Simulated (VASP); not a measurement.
# Si (P6_3/mmc) in VASP: notebook, part 2 of 3

VASP 6.6.1. The steps go on from the part before.

## 3. Single point, r2SCAN (uniaxial z strain -0.5%)

Contents of POSCAR:

```
Si
1.0
    3.8321295414      0.0000000000      0.0000000000
   -1.9160647707      3.3187215334      0.0000000000
    0.0000000000      0.0000000000      6.3095108027
Si
4
Direct
    0.3333333333      0.6666666667      0.0002643153
    0.6666666667      0.3333333333      0.5002643153
    0.3333333333      0.6666666667      0.3747356847
    0.6666666667      0.3333333333      0.8747356847
```

Contents of INCAR.step1:

```
SYSTEM = Si
PREC = Accurate ; ENCUT = 520
ISMEAR = 0 ; SIGMA = 0.01
LREAL = .FALSE. ; LASPH = .TRUE.
NELM = 100 ; NBANDS = 16
GGA = PE ; ALGO = Normal
EDIFF = 1E-4 ; LWAVE = .TRUE.
LCHARG = .FALSE.
```

Contents of INCAR.step2:

```
SYSTEM = Si
PREC = Accurate ; ENCUT = 520
EDIFF = 1E-6 ; ISMEAR = 0
SIGMA = 0.01 ; LREAL = .FALSE.
LASPH = .TRUE. ; NELM = 100
ALGO = Normal ; ISIF = 2
LWAVE = .FALSE. ; LCHARG = .FALSE.
METAGGA = R2SCAN ; LMIXTAU = .TRUE.
NBANDS = 16 ; ISTART = 1
```

Contents of KPOINTS:

```
Automatic mesh
0
G
  12 12 4
  0 0 0
```

Potentials or basis: VASP PAW PBE potentials, release 64 (Si).

Started as:

```console
cat potpaw_PBE.64/Si/POTCAR > POTCAR
cp INCAR.step1 INCAR
mpirun -np 1 vasp_std > vasp.out
cp INCAR.step2 INCAR
mpirun -np 1 vasp_std > vasp.out
```

OUTCAR:

```text
SYSTEM = Si
   PREC = Accurate
   ENCUT = 520
   EDIFF = 1E-6
   ISMEAR = 0
   LREAL = .FALSE.
   LASPH = .TRUE.
   NELM = 100
   ISIF = 2
   METAGGA = R2SCAN
   ISTART = 1

 ion  position               nearest neighbor table
   1  0.333  0.667  0.000-   4 2.35   4 2.35   4 2.35   3 2.36
   2  0.667  0.333  0.500-   3 2.35   3 2.35   3 2.35   4 2.36
   3  0.333  0.667  0.375-   2 2.35   2 2.35   2 2.35   1 2.36
   4  0.667  0.333  0.875-   1 2.35   1 2.35   1 2.35   2 2.36

  LATTYP: Found a hexagonal cell.
 ALAT       =     3.8321295414
 C/A-ratio  =     1.6464763872

  Lattice vectors:

 A1 = (   3.8321295414,   0.0000000000,   0.0000000000)
 A2 = (  -1.9160647707,   3.3187215334,   0.0000000000)
 A3 = (   0.0000000000,   0.0000000000,   6.3095108027)

Analysis of symmetry for initial positions (statically):
=====================================================================
 Subroutine PRICEL returns:
 Original cell was already a primitive cell.

 Routine SETGRP: Setting up the symmetry group for a
 hexagonal supercell.

[... 169 lines left out ...]
  free energy    TOTEN  =       -35.04876828 eV

  energy without entropy =      -35.04876828  energy(sigma->0) =      -35.04876828

 E-fermi :   6.0661     XC(G=0):  -9.8430

 val. band max:        5.9798021954   @ k =   0.0000   0.0000   0.0000
 cond. band min:       6.5754836347   @ k =   0.5000   0.0000   0.0000
 fundamental gap:      0.5956814393
 Fermi energy:         6.0661455291

 k-point     1 :       0.0000    0.0000    0.0000
  band No.  band energies     occupation
      1      -6.8089      2.00000
      2      -4.3766      2.00000
      3      -1.5503      2.00000
      4       4.3470      2.00000
      5       4.3470      2.00000
      6       5.6390      2.00000
[... 433 lines left out ...]
      3      -1.0579      2.00000
      4       0.8011      2.00000
      5       1.5144      2.00000
      6       3.1968      2.00000
[... 8 lines left out ...]
     15      13.4394      0.00000
     16      13.8314      0.00000

 [... further k-points ...]
[... 5 lines left out ...]
  --------------------------------------------------------------------------------------
  -------------------------------------------------------------------------------------
  Total       -0.0224059     -0.0224059      0.4498685      0.0000000      0.0000000      0.0000000
  in kB       -0.4473685     -0.4473685      8.9823404      0.0000000      0.0000000      0.0000000
  external PRESSURE =       2.6958678 kB  Pullay stress =       0.0000000 kB

 VOLUME and BASIS-vectors are now :
 -----------------------------------------------------------------------------
  energy-cutoff  :      520.00
  volume of cell :       80.24
      direct lattice vectors                 reciprocal lattice vectors
     3.832129541  0.000000000  0.000000000     0.260951513  0.150660426  0.000000000
    -1.916064771  3.318721533  0.000000000     0.000000000  0.301320852  0.000000000
     0.000000000  0.000000000  6.309510803     0.000000000  0.000000000  0.158490893

 POSITION                                       TOTAL-FORCE (eV/Angst)
 -----------------------------------------------------------------------------------
     -0.00000      2.21248      0.00167        -0.000000      0.000000     -0.000780
      1.91606      1.10624      3.15642         0.000000     -0.000000     -0.000780
     -0.00000      2.21248      2.36440        -0.000000      0.000000      0.000780
      1.91606      1.10624      5.51915         0.000000     -0.000000      0.000780
 -----------------------------------------------------------------------------------
    total drift:                               -0.000000      0.000000     -0.000000

  FREE ENERGIE OF THE ION-ELECTRON SYSTEM (eV)
  ---------------------------------------------------
  free  energy   TOTEN  =       -35.0487682786 eV

  energy  without entropy=      -35.0487682786  energy(sigma->0) =      -35.04876828
```

OUTCAR.step1:

```text
SYSTEM = Si
   PREC = Accurate
   ENCUT = 520
   ISMEAR = 0
   LREAL = .FALSE.
   LASPH = .TRUE.
   NELM = 100
[... 687 lines left out ...]
      1.91606      1.10624      3.15642         0.000000     -0.000000     -0.006397
     -0.00000      2.21248      2.36440        -0.000000      0.000000      0.006397
      1.91606      1.10624      5.51915         0.000000      0.000000      0.006397
 -----------------------------------------------------------------------------------
    total drift:                               -0.000000      0.000000     -0.000000

  FREE ENERGIE OF THE ION-ELECTRON SYSTEM (eV)
  ---------------------------------------------------
  free  energy   TOTEN  =       -21.6485243162 eV

  energy  without entropy=      -21.6485243162  energy(sigma->0) =      -21.64852432
```

OSZICAR.step1:

```text
N       E                     dE             d eps       ncg     rms          rms(c)
DAV:   1     0.259437156661E+02    0.25944E+02   -0.59725E+03  1824   0.822E+02
DAV:   2    -0.201314189426E+02   -0.46075E+02   -0.41866E+02  2408   0.121E+02
DAV:   3    -0.219890766646E+02   -0.18577E+01   -0.18420E+01  2520   0.227E+01
DAV:   4    -0.220109478088E+02   -0.21871E-01   -0.21866E-01  2192   0.315E+00
DAV:   5    -0.220113341410E+02   -0.38633E-03   -0.38626E-03  2576   0.397E-01    0.688E+00
DAV:   6    -0.217608307851E+02    0.25050E+00   -0.10071E-01  2128   0.150E+00    0.420E+00
DAV:   7    -0.216456225432E+02    0.11521E+00   -0.21287E-01  2264   0.228E+00    0.244E-01
DAV:   8    -0.216478984071E+02   -0.22759E-02   -0.15011E-02  2280   0.612E-01    0.106E-01
DAV:   9    -0.216484062768E+02   -0.50787E-03   -0.64873E-04  2376   0.147E-01    0.817E-02
DAV:  10    -0.216485228922E+02   -0.11662E-03   -0.13218E-04  1984   0.581E-02    0.140E-02
DAV:  11    -0.216485243162E+02   -0.14240E-05   -0.50745E-06  1168   0.136E-02
   1 F= -.21648524E+02 E0= -.21648524E+02  d E =-.815105E-31
```

Run time: 4.2 min. Hardware: 1 thread of Intel Xeon Platinum 8375C at 2.90GHz (Ice Lake), shared host; peak memory 0.22 GiB.

What came out:

| Quantity | Value |
| --- | --- |
| Free energy | -35.0488 eV |
| Pressure | 0.3 GPa |
| Band gap on the k mesh | 0.60 eV, indirect (least direct gap 1.34 eV) |

Stress tensor (GPa, compression positive):
```
-0.04  0.00  0.00
 0.00 -0.04  0.00
 0.00  0.00  0.90
```

Levels at points of the mesh, in eV from the valence-band top:
```
           k point  band 6  band 7  band 8  band 9  band 10  band 11
(0.00, 0.00, 0.00)   -0.34    0.00    0.00    1.34     2.16     2.16
(0.50, 0.00, 0.00)   -3.25   -3.10   -1.52    0.60     2.67     3.27
(0.00, 0.00, 0.50)   -1.00   -1.00   -1.00    2.13     2.13     3.20
(0.50, 0.00, 0.50)   -2.57   -2.56   -2.56    1.17     1.17     1.91
```

Caveat: the cell differs from its parent crystal (uniaxial z strain -0.5%); the PAW data sets were made with another functional, which shifts forces and pressure a little. A k mesh can miss the band edges.

## 4. Single point, r2SCAN

This run uses another cell than the first one, of 20.16 Å³/atom, 1.015 times its volume.

Contents of POSCAR:

```
Si
1.0
    3.8321295414      0.0000000000      0.0000000000
   -1.9160647707      3.3187215334      0.0000000000
    0.0000000000      0.0000000000      6.3412168871
Si
4
Direct
    0.3333333333      0.6666666667      0.0005609413
    0.6666666667      0.3333333333      0.5005609413
    0.3333333333      0.6666666667      0.3744390587
    0.6666666667      0.3333333333      0.8744390587
```

Contents of INCAR.step1:

```
PREC = Accurate
ENCUT = 520
ISMEAR = 0
SIGMA = 0.01
LREAL = F
LASPH = T
NELM = 60
NBANDS = 16
GGA = PE
ALGO = Normal
EDIFF = 1E-4
LWAVE = T
LCHARG = F
```

Contents of INCAR.step2:

```
PREC = Accurate
ENCUT = 520
EDIFF = 1E-7
ISMEAR = 0
SIGMA = 0.01
LREAL = F
LASPH = T
NELM = 60
ALGO = Normal
ISIF = 2
LWAVE = F
LCHARG = F
METAGGA = R2SCAN
LMIXTAU = T
NBANDS = 16
ISTART = 1
```

Contents of KPOINTS:

```
Automatic mesh
0
Gamma
  12 12 4
```

Potentials or basis: VASP PAW PBE potentials, release 64 (Si).

Started as:

```console
cat potpaw_PBE.64/Si/POTCAR > POTCAR
cp INCAR.step1 INCAR
mpirun -np 1 vasp_std > vasp.out
cp INCAR.step2 INCAR
mpirun -np 1 vasp_std > vasp.out
```

OUTCAR:

```text
PREC = Accurate
   ENCUT = 520
   EDIFF = 1E-7
   ISMEAR = 0
   LREAL = F
   LASPH = T
   NELM = 60
   ISIF = 2
   METAGGA = R2SCAN
   ISTART = 1

 ion  position               nearest neighbor table
   1  0.333  0.667  0.001-   4 2.35   4 2.35   4 2.35   3 2.37
   2  0.667  0.333  0.501-   3 2.35   3 2.35   3 2.35   4 2.37
   3  0.333  0.667  0.374-   2 2.35   2 2.35   2 2.35   1 2.37
   4  0.667  0.333  0.874-   1 2.35   1 2.35   1 2.35   2 2.37

  LATTYP: Found a hexagonal cell.
 ALAT       =     3.8321295414
 C/A-ratio  =     1.6547501379

  Lattice vectors:

 A1 = (   3.8321295414,   0.0000000000,   0.0000000000)
 A2 = (  -1.9160647707,   3.3187215334,   0.0000000000)
 A3 = (   0.0000000000,   0.0000000000,   6.3412168871)

Analysis of symmetry for initial positions (statically):
=====================================================================
 Subroutine PRICEL returns:
 Original cell was already a primitive cell.

 Routine SETGRP: Setting up the symmetry group for a
 hexagonal supercell.

 Subroutine GETGRP returns: Found 24 space group operations
 (whereof  6 operations were pure point group operations)
 out of a pool of 24 trial point group operations.

The static configuration has the point symmetry C_3v.
 The point group associated with its full space group is D_6h.

Analysis of symmetry for dynamics (positions and initial velocities):
=====================================================================
 Subroutine PRICEL returns:
 Original cell was already a primitive cell.

 Routine SETGRP: Setting up the symmetry group for a
 hexagonal supercell.

 Subroutine GETGRP returns: Found 24 space group operations
 (whereof  6 operations were pure point group operations)
 out of a pool of 24 trial point group operations.

The dynamic configuration has the point symmetry C_3v.
 The point group associated with its full space group is D_6h.

 Subroutine INISYM returns: Found 24 space group operations
 (whereof  6 operations are pure point group operations),
 and found     1 'primitive' translations

----------------------------------------------------------------------------------------

                                     Primitive cell

  volume of cell :      80.6461

  direct lattice vectors                    reciprocal lattice vectors
     3.832129541  0.000000000  0.000000000     0.260951513  0.150660426  0.000000000
    -1.916064771  3.318721533  0.000000000     0.000000000  0.301320852  0.000000000
     0.000000000  0.000000000  6.341216887     0.000000000  0.000000000  0.157698438

  length of vectors
     3.832129541  3.832129541  6.341216887     0.301320852  0.301320852  0.157698438

  position of ions in fractional coordinates (direct lattice)
     0.333333333  0.666666667  0.000560941
     0.666666667  0.333333333  0.500560941
     0.333333333  0.666666667  0.374439059
     0.666666667  0.333333333  0.874439059

  ion indices of the primitive-cell ions
   primitive index   ion index
                 1           1
                 2           2
                 3           3
                 4           4

----------------------------------------------------------------------------------------

 KPOINTS: Automatic mesh

Automatic generation of k-mesh.
 Grid dimensions read from file:
 generate k-points for:   12   12    4

 Generating k-lattice:

  Cartesian coordinates                     Fractional coordinates (reciprocal lattice)
     0.021745959  0.012555036  0.000000000     0.083333333  0.000000000  0.000000000
     0.000000000  0.025110071  0.000000000     0.000000000  0.083333333  0.000000000
     0.000000000  0.000000000  0.039424610     0.000000000  0.000000000  0.250000000

  Length of vectors
     0.025110071  0.025110071  0.039424610

  Shift w.r.t. Gamma in fractional coordinates (k-lattice)
     0.000000000  0.000000000  0.000000000

 Subroutine IBZKPT returns following result:
 ===========================================

 Found     57 irreducible k-points:

 Following reciprocal coordinates:
            Coordinates               Weight
  0.000000  0.000000  0.000000      1.000000
  0.083333 -0.000000  0.000000      6.000000
  0.166667  0.000000  0.000000      6.000000
  0.250000  0.000000  0.000000      6.000000
  0.333333 -0.000000  0.000000      6.000000
  0.416667  0.000000  0.000000      6.000000
[... 16 lines left out ...]
  0.250000  0.000000  0.250000     12.000000
  0.333333 -0.000000  0.250000     12.000000
 [... further k-points ...]
   k-points           NKPTS =     57   k-points in BZ     NKDIM =     57   number of bands    NBANDS=     16
   number of dos      NEDOS =    301   number of ions     NIONS =      4
   total plane-waves  NPLWV =  43200
   dimension x,y,z NGX =    30 NGY =   30 NGZ =   48
   dimension x,y,z NGXF=    60 NGYF=   60 NGZF=   96
   ions per type =               4
   NGX,Y,Z   is equivalent  to a cutoff of  13.01, 13.01, 12.58 a.u.
   NGXF,Y,Z  is equivalent  to a cutoff of  26.03, 26.03, 25.17 a.u.
 SYSTEM =  unknown system
   PREC   = accura    normal or accurate (medium, high low for compatibility)
   ISTART =      1    job   : 0-new  1-cont  2-samecut
   ICHARG =      0    charge: 1-file 2-atom 10-const
   ISPIN  =      1    spin polarized calculation?
   LNONCOLLINEAR =      F non collinear calculations
   LSORBIT =      F    spin-orbit coupling
   LASPH  =      T    aspherical Exc in radial PAW
   ENCUT  =  520.0 eV  38.22 Ry    6.18 a.u.   7.13  7.13 11.79*2*pi/ulx,y,z
   NELM   =     60;   NELMIN=  2; NELMDL=  0     # of ELM steps
   EDIFF  = 0.1E-06   stopping-criterion for ELM
   LREAL  =      F    real-space projection
   EDIFFG = 0.1E-05   stopping-criterion for IOM
   NSW    =      0    number of steps for IOM
   IBRION =     -1    ionic relax: 0-MD 1-quasi-New 2-CG
   NFREE  =      0    steps in history (QN), initial steepest desc. (CG)
   ISIF   =      2    stress and relaxation
   ISYM   =      2    0-nonsym 1-usesym 2-fastsym
   POTIM  = 0.5000    time-step for ionic-motion
   TEBEG  =    0.0;   TEEND  =   0.0 temperature during run
   PSTRESS=    0.0 pullay stress
   NELECT =      16.0000    total number of electrons
   NUPDOWN=      -1.0000    fix difference up-down
   EMIN   =  10.00;   EMAX   =-10.00  energy-range for DOS
   EFERMI =   0.00;   METHOD = LEGACY
   ISMEAR =     0;   SIGMA  =   0.01  broadening in eV -4-tet -1-fermi 0-gaus
   EFERMI_NEDOS =   21; number of points for ismear=-14 and -15
   IALGO  =     38    algorithm
   IMIX   =      4    mixing-type and parameters
     AMIX     =   0.40;   BMIX     =  1.00
     AMIX_MAG =   1.60;   BMIX_MAG =  1.00
  volume/ion in A,a.u.               =      20.16       136.06
  Fermi-wavevector in a.u.,A,eV,Ry     =   0.954817  1.804343 12.404107  0.911676
  Thomas-Fermi vector in A             =   2.083599
   LORBIT       =      0    0 simple, 1 ext, 2 COOP (PROOUT), +10 PAW based schemes
   METAGGA = R2SCAN    functional components
   LHFCALC =     F    Hartree Fock is set to
   AEXX    =    0.0000 exact exchange contribution
   IVDW    =     0    specifies the selected vdW correction
   LEPSILON=     F    determine dielectric tensor
   LRPA    =     F    only Hartree local field effects (RPA)
 non-spin polarized calculation
 Gauss-broadening in eV      SIGMA  =   0.01
  energy-cutoff  :      520.00
  volume of cell :       80.65
 maximum number of plane-waves:      2208
 NGX is ok and might be reduce to    30
   NGX = 15   NGY = 15   NGZ = 23

 number of electron      16.0000000 magnetization

 Free energy of the ion-electron system (eV)
  ---------------------------------------------------
  ext. energy  EPLUGINS =         0.00000000
  ---------------------------------------------------
  free energy    TOTEN  =       -35.04957882 eV

  energy without entropy =      -35.04957882  energy(sigma->0) =      -35.04957882

 E-fermi :   5.9883     XC(G=0):  -9.8234

 val. band max:        5.9367442922   @ k =   0.0000   0.0000   0.0000
 cond. band min:       6.5597757388   @ k =   0.5000   0.0000   0.0000
 fundamental gap:      0.6230314466
 Fermi energy:         5.9883124195

 k-point     1 :       0.0000    0.0000    0.0000
  band No.  band energies     occupation
      1      -6.8237      2.00000
      2      -4.4327      2.00000
      3      -1.5840      2.00000
      4       4.3338      2.00000
      5       4.3338      2.00000
      6       5.5589      2.00000
[... 433 lines left out ...]
      3      -1.0876      2.00000
      4       0.7603      2.00000
      5       1.4747      2.00000
      6       3.1798      2.00000
[... 8 lines left out ...]
     15      13.3860      0.00000
     16      13.7989      0.00000

 [... further k-points ...]
[... 5 lines left out ...]
  --------------------------------------------------------------------------------------
  -------------------------------------------------------------------------------------
  Total       -0.1103415     -0.1103415     -0.1237037      0.0000000      0.0000000      0.0000000
  in kB       -2.1921268     -2.1921268     -2.4575915      0.0000000      0.0000000      0.0000000
  external PRESSURE =      -2.2806150 kB  Pullay stress =       0.0000000 kB

 VOLUME and BASIS-vectors are now :
 -----------------------------------------------------------------------------
  energy-cutoff  :      520.00
  volume of cell :       80.65
      direct lattice vectors                 reciprocal lattice vectors
     3.832129541  0.000000000  0.000000000     0.260951513  0.150660426  0.000000000
    -1.916064771  3.318721533  0.000000000     0.000000000  0.301320852  0.000000000
     0.000000000  0.000000000  6.341216887     0.000000000  0.000000000  0.157698438

 POSITION                                       TOTAL-FORCE (eV/Angst)
 -----------------------------------------------------------------------------------
     -0.00000      2.21248      0.00356         0.000000     -0.000000     -0.001099
      1.91606      1.10624      3.17417        -0.000000     -0.000000     -0.001099
     -0.00000      2.21248      2.37440         0.000000      0.000000      0.001099
      1.91606      1.10624      5.54501        -0.000000     -0.000000      0.001099
 -----------------------------------------------------------------------------------
    total drift:                               -0.000000      0.000000     -0.000000

  FREE ENERGIE OF THE ION-ELECTRON SYSTEM (eV)
  ---------------------------------------------------
  free  energy   TOTEN  =       -35.0495788184 eV

  energy  without entropy=      -35.0495788184  energy(sigma->0) =      -35.04957882
```

Run time: 4.7 min. Hardware: 1 thread of Intel Xeon Platinum 8375C at 2.90GHz (Ice Lake), shared host; peak memory 0.22 GiB.

Results:

| Item | Value |
| --- | --- |
| Free energy | -35.0496 eV |
| Pressure | -0.2 GPa |
| Band gap on the k mesh | 0.62 eV, indirect (least direct gap 1.38 eV) |

Caveat: the PAW data sets were made with another functional, which shifts forces and pressure a little. r2SCAN opens gaps a little over a GGA but as a rule still falls short of measured ones.

(Part 2 of 3 ends here.)
